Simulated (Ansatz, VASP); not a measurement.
## One calculation of TeW, two programs

The input INCAR:

```
SYSTEM = TeW
  ALGO = Normal
  EDIFF = 1E-7
  EDIFFG = -0.04
  ENCUT = 500
  GGA = PE
  GGA_COMPAT = .False.
  IBRION = 2
  ISIF = 3
  ISMEAR = 0
  LASPH = .True.
  LCHARG = .False.
  LREAL = .False.
  LWAVE = .False.
  NELM = 120
  NELMIN = 4
  NSW = 90
  PREC = Accurate
  SIGMA = 0.1
```

KPOINTS

```
k-points
0
Gamma
  6 6 6
  0 0 0
```

The input POSCAR:

```
TeW
1.0
    3.6894741472      0.0000000000      0.0000000000
    0.0000000000      3.6894741472      0.0000000000
    0.0000000000      0.0000000000      3.6894741472
Te W
1 1
Direct
    0.0000000000      0.0000000000      0.0000000000
    0.5000000000      0.5000000000      0.5000000000
```

Input for Ansatz:

```yaml
crystal:
  lattice:
    - [3.6894741472, 0.0, 0.0]
    - [0.0, 3.6894741472, 0.0]
    - [0.0, 0.0, 3.6894741472]
  atoms:
    - { symbol: Te, position: [0.0, 0.0, 0.0] }
    - { symbol: W, position: [0.5, 0.5, 0.5] }
basis:
  ecutwfc: 420
kpoints:
  mp_grid: { grid: [6, 6, 6] }
hamiltonian:
  xc: pbe
scf:
  occupations: { method: gaussian, width: 0.1 }
  lower_state_search: "off"
output:
  forces: true
  stress: true
  eigenvalues: true
relax:
  adjacent_minimum: "off"
  f_tol: 0.04
  max_steps: 70
  cell: { stress_tol: 0.4 }
```

Alike in both runs: task relaxation of cell and atoms; functional PBE; k mesh 6 × 6 × 6; occupations gaussian, width 0.1 eV; no spin polarisation.

|  | VASP | Ansatz |
| --- | --- | --- |
| version | VASP 6.6.1 | Ansatz 0.2.0 |
| potentials or method | VASP PAW PBE potentials, release 64 (Te, W_sv), cutoff 500 eV | scalar-relativistic, plane waves, PAW |
| valence electrons in the cell | 20 | 30 |

VASP gave:

```
gap on the k mesh at the Fermi level, each at its own relaxed structure (eV) : none
relaxed volume (Å³/atom)                                                     : 18.61
relaxed cell length with the largest relative difference (Å)                 : 3.339
```

Question: What did Ansatz give for the same quantities?

Answer: gap on the k mesh at the Fermi level, each at its own relaxed structure (eV): none; relaxed volume (Å³/atom): 18.63; relaxed cell length with the largest relative difference (Å): 3.340.

A gap of «none» marks a metal or a gap that the smearing closes. VASP's potentials hold 20 valence electrons a cell and Ansatz's 30, so a difference there can come from the potentials and not from the codes.

Neither program's run includes spin-orbit coupling. Noted on VASP's run: the volume moved by over 15 % at a fixed basis, so the end points are rough.
